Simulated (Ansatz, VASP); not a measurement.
## I: VASP beside Ansatz

```
CELL_PARAMETERS angstrom
2.53835 -3.70662 0.00000
2.53835 3.70662 0.00000
-1.62087 0.00000 2.38110
ATOMIC_POSITIONS crystal
I 0.91200 0.62700 0.75300
```

Alike in both runs: task single point; functional PBE; k mesh 4 × 4 × 6; occupations gaussian, width 0.1 eV; no spin polarisation.

|  | VASP | Ansatz |
| --- | --- | --- |
| version | VASP 6.6.1 | Ansatz 0.2.0 |
| potentials or method | VASP PAW PBE potentials, release 64 (I), cutoff 500 eV | scalar-relativistic, plane waves, PAW |
| valence electrons in the cell | 7 | 17 |

VASP gave:

| Item | Value |
| --- | --- |
| gap on the k mesh at the Fermi level (eV) | none |
| pressure (GPa) | 0.9 |
| traceless stress, the component that is largest in VASP (GPa) | 0.25 |

Problem. What did Ansatz give for the same quantities?

Solution. gap on the k mesh at the Fermi level (eV): none; pressure (GPa): 1.0; traceless stress, the component that is largest in VASP (GPa): 0.10.

A gap of «none» marks a metal or a gap that the smearing closes. With one functional, cell and mesh, what is left measures potentials, basis and numerics. VASP's potentials hold 7 valence electrons a cell and Ansatz's 17, so a difference there can come from the potentials and not from the codes.

The k mesh is coarse, so the values compare programs but aren't converged. Spin-orbit coupling is off throughout.
